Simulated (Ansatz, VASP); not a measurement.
# Two plane-wave programs on La2O3

```
CELL_PARAMETERS angstrom
3.93078 0.00000 0.00000
-1.96539 3.40415 0.00000
0.00000 0.00000 6.11195
ATOMIC_POSITIONS crystal
La 0.66667 0.33333 0.75376
La 0.33333 0.66667 0.24624
O 0.66667 0.33333 0.35411
O 0.33333 0.66667 0.64589
O 0.00000 0.00000 0.00000
```

Alike in both runs: task single point; functional PBE; k mesh 9 × 9 × 4; occupations gaussian, width 0.05 eV; no spin polarisation.

|  | VASP | Ansatz |
| --- | --- | --- |
| version | VASP 6.6.1 | Ansatz 0.2.0 |
| potentials or method | VASP PAW PBE potentials, release 64 (La, O), cutoff 520 eV | scalar-relativistic, plane waves, PAW |
| valence electrons in the cell | 40 | 40 |

|  | VASP | Ansatz | Ansatz less VASP |
| --- | --- | --- | --- |
| gap on the k mesh at the Fermi level (eV) | 3.88 | 3.87 | -0.009 |
| pressure (GPa) | 1.6 | 1.9 | +0.29 |
| traceless stress, the component that is largest in VASP (GPa) | 0.22 | 0.18 | -0.042 |
| rms of the force components (eV/Å) | 0.004 | 0.006 | +0.0021 |

Atom by atom the forces differ by 0.005 eV/Å (rms over components). With one functional, cell and mesh, what is left measures potentials, basis and numerics.

Neither program's run includes spin-orbit coupling.
